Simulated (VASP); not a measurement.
Wanted: the native input for a VASP 6.6.1 run.

```
Task                   : single point
Functional             : PBE
Potentials or basis    : VASP PAW PBE potentials, release 64 (Hf_pv, N)
Cutoff                 : 520 eV
k mesh                 : 3 × 3 × 3
Occupations            : gaussian, width 0.2 eV
Spin                   : no spin polarisation
Dipole correction      : no
Further INCAR settings : ALGO = Normal; EDIFF = 1e-06; NBANDS = 56
```

The structure of Hf4N lies in POSCAR:

```
Hf4N
1.0
    3.2165343957     -5.6343670156      0.0000000000
    3.2165343957      5.6343670156      0.0000000000
    0.0000000000      0.0000000000      5.1413880867
Hf N
8 2
Direct
    0.8335079661      0.1664920339      0.7603836103
    0.1664920339      0.8335079661      0.2396163897
    0.3335079661      0.6664920339      0.7396163897
    0.6664920339      0.3335079661      0.2603836103
    0.6734757487      0.8265242513      0.2500000000
    0.1734757487      0.3265242513      0.2500000000
    0.8265242513      0.6734757487      0.7500000000
    0.3265242513      0.1734757487      0.7500000000
    0.0000000000      0.0000000000      0.0000000000
    0.5000000000      0.5000000000      0.5000000000
```

This cell differs from its parent crystal: with an interstitial atom.

One way to write it, as run:

INCAR

```
  PREC = Accurate
  ENCUT = 520
  EDIFF = 1E-6
  ISMEAR = 0
  SIGMA = 0.2
  LREAL = False
  LASPH = True
  NELM = 100
  ALGO = Normal
  ISIF = 2
  LWAVE = False
  LCHARG = False
  GGA = PE
  NBANDS = 56
```

KPOINTS

```
Automatic mesh
0
Gamma
  3 3 3
```

Potentials or basis: VASP PAW PBE potentials, release 64 (Hf_pv, N).

The run is started by

```console
$ cat potpaw_PBE.64/Hf_pv/POTCAR potpaw_PBE.64/N/POTCAR > POTCAR
$ mpirun -np 1 vasp_std > vasp.out
```

It gave:

```
Pressure               : -0.6 GPa
Largest force          : 0.083 eV/Å
Band gap on the k mesh : zero (bands 45 and 46 overlap by 0.38 eV)
```

Caveat: the k points lie up to 0.41 Å⁻¹ apart; the cell differs from its parent crystal (with an interstitial atom); spin-orbit coupling is left out, which moves the levels of the heavy elements.

Wall time 70 s on 1 thread of Intel(R) Xeon(R) 6975P-C (Granite Rapids), with other jobs on the host, peak memory 0.31 GiB.
